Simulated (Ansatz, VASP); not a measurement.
## Ta3N in VASP and in Ansatz

INCAR

```
SYSTEM = Ta3N
ALGO = Normal ; EDIFF = 1E-6
ENCUT = 520 ; GGA = PE
ISIF = 2 ; ISMEAR = 0
LASPH = .TRUE. ; LCHARG = .FALSE.
LREAL = .FALSE. ; LWAVE = .FALSE.
NBANDS = 27 ; NELM = 100
PREC = Accurate ; SIGMA = 0.15
```

The input KPOINTS:

```
k-points
0
G
  18 18 6
  0 0 0
```

POSCAR

```
Ta3N
1.0
    3.0217748255      0.0000000000      0.0000000000
   -1.5108874128      2.6169337634      0.0196270032
    0.0000000000      0.0566819114      7.5575881873
Ta N
3 1
Direct
    0.0000000000      0.0000000000      0.5000000000
    0.3333333333      0.6666666667      0.1735950547
    0.6666666667      0.3333333333      0.8264049453
    0.0000000000      0.0000000000      0.0000000000
```

Input for Ansatz:

```yaml
crystal:
  lattice:
    - [3.0217748255, 0.0, 0.0]
    - [-1.5108874128, 2.6169337634, 0.0196270032]
    - [0.0, 0.0566819114, 7.5575881873]
  atoms:
    - { symbol: Ta, position: [0.0, 0.0, 0.5] }
    - { symbol: Ta, position: [0.3333333333, 0.6666666667, 0.1735950547] }
    - { symbol: Ta, position: [0.6666666667, 0.3333333333, 0.8264049453] }
    - { symbol: "N", position: [0.0, 0.0, 0.0] }
basis:
  ecutwfc: 420
kpoints:
  mp_grid: { grid: [18, 18, 6] }
hamiltonian:
  xc: pbe
scf:
  occupations: { method: gaussian, width: 0.15 }
output:
  forces: true
  stress: true
  eigenvalues: true
```

Change from the starting cell: strain +0.0150 x Voigt [0, 0, 0, 1, 0, 0], atoms carried along.

Alike in both runs: task single point; functional PBE; k mesh 18 × 18 × 6; occupations gaussian, width 0.15 eV; no spin polarisation.

|  | VASP | Ansatz |
| --- | --- | --- |
| version | VASP 6.6.1 | Ansatz 0.2.0 |
| potentials or method | VASP PAW PBE potentials, release 64 (Ta_pv, N), cutoff 520 eV | scalar-relativistic, plane waves, PAW |
| valence electrons in the cell | 38 | 44 |

Ansatz gave:

| Item | Value |
| --- | --- |
| gap on the k mesh at the Fermi level (eV) | none |
| pressure (GPa) | 0.0 |
| traceless stress, the component that is largest in VASP (GPa) | -0.24 |
| rms of the force components (eV/Å) | 0.038 |

Q: Estimate VASP's values.

A: gap on the k mesh at the Fermi level (eV): none; pressure (GPa): 0.3; traceless stress, the component that is largest in VASP (GPa): -0.23; rms of the force components (eV/Å): 0.044.

Atom by atom the forces differ by 0.020 eV/Å (rms over components). A gap of «none» marks a metal or a gap that the smearing closes. With one functional, cell and mesh, what is left measures potentials, basis and numerics. VASP's potentials hold 38 valence electrons a cell and Ansatz's 44, so a difference there can come from the potentials and not from the codes.

Spin-orbit coupling is off throughout.
